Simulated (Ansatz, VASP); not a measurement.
# Two plane-wave programs on ZrC2

```
Zr C
1.0
     3.23081    0.00000    0.00000
    -1.61540    2.79796    0.00000
     0.00000    0.00000    3.26799
Zr C
1 2
Direct
  0.00000 0.00000 0.00000
  0.33333 0.66667 0.50000
  0.66667 0.33333 0.50000
```

Change from the starting cell: ordered vacancies on the cation sites of nickel arsenide (P-3m1, No. 164).

Alike in both runs: functional PBE; k mesh 6 × 6 × 6; occupations gaussian, width 0.1 eV; no spin polarisation.

Ansatz relaxed the structure, and its values are those at the end. VASP's run is a single point on that final structure, the one shown.

|  | VASP | Ansatz |
| --- | --- | --- |
| version | VASP 6.6.1 | Ansatz 0.2.0 |
| potentials or method | VASP PAW PBE potentials, release 64 (Zr_sv, C), cutoff 520 eV | scalar-relativistic, plane waves, PAW |
| valence electrons in the cell | 20 | 20 |

|  | VASP | Ansatz | Ansatz less VASP |
| --- | --- | --- | --- |
| gap on the k mesh at the Fermi level (eV) | none | none | - |
| pressure (GPa) | 0.3 | 0.1 | -0.22 |

A gap of «none» marks a metal or a gap that the smearing closes.

The k mesh is coarse, so the values compare programs but aren't converged.
